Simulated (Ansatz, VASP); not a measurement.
Si2Sn in VASP and in Ansatz

INCAR

```
SYSTEM = Si2Sn
PREC = Accurate
ENCUT = 600
EDIFF = 1E-6
ISMEAR = 0
SIGMA = 0.1
LREAL = .False.
LASPH = .True.
NELM = 80
ALGO = Normal
ISIF = 3
LWAVE = .False.
LCHARG = .False.
GGA = PE
IBRION = 2
NSW = 90
EDIFFG = -0.04
```

File KPOINTS:

```
Automatic mesh
0
Gamma
  6 6 2
  0 0 0
```

POSCAR

```
Si2Sn
1.0
    3.0600986700      0.0000000000      0.0000000000
   -1.5300493300      2.6501231900      0.0000000000
    0.0000000000      0.0000000000     14.4183029100
Si Sn
4 2
Direct
    0.3333333300      0.6666666700      0.5000000000
    0.6666666700      0.3333333300      0.0000000000
    0.6666666700      0.3333333300      0.3333333300
    0.6666666700      0.3333333300      0.6666666700
    0.3333333300      0.6666666700      0.8333333300
    0.3333333300      0.6666666700      0.1666666700
```

Input for Ansatz:

```yaml
crystal:
  lattice:
    - [3.06009867, 0.0, 0.0]
    - [-1.53004933, 2.65012319, 0.0]
    - [0.0, 0.0, 14.41830291]
  atoms:
    - { symbol: Si, position: [0.33333333, 0.66666667, 0.5] }
    - { symbol: Si, position: [0.66666667, 0.33333333, 0.0] }
    - { symbol: Si, position: [0.66666667, 0.33333333, 0.33333333] }
    - { symbol: Si, position: [0.66666667, 0.33333333, 0.66666667] }
    - { symbol: Sn, position: [0.33333333, 0.66666667, 0.83333333] }
    - { symbol: Sn, position: [0.33333333, 0.66666667, 0.16666667] }
basis:
  ecutwfc: 420
kpoints:
  mp_grid: { grid: [6, 6, 2] }
hamiltonian:
  xc: pbe
scf:
  occupations: { method: gaussian, width: 0.1 }
  lower_state_search: "off"
output:
  forces: true
  stress: true
  eigenvalues: true
relax:
  adjacent_minimum: "off"
  f_tol: 0.04
  max_steps: 70
  cell: { stress_tol: 0.4 }
```

Alike in both runs: task relaxation of cell and atoms; functional PBE; k mesh 6 × 6 × 2; occupations gaussian, width 0.1 eV; no spin polarisation.

```csv
,VASP,Ansatz
version,VASP 6.6.1,Ansatz 0.2.0
potentials or method,"VASP PAW PBE potentials, release 64 (Si, Sn_d), cutoff 600 eV","scalar-relativistic, plane waves, PAW"
valence electrons in the cell,44,44
```

```csv
,VASP,Ansatz,Ansatz less VASP
"gap on the k mesh at the Fermi level, each at its own relaxed structure (eV)",none,none,-
relaxed volume (Å³/atom),20.63,20.63,+0.002
relaxed cell length with the largest relative difference (Å),10.593,10.591,-0.0027
```

A gap of «none» marks a metal or a gap that the smearing closes.

The k mesh is coarse, so the values compare programs but aren't converged.
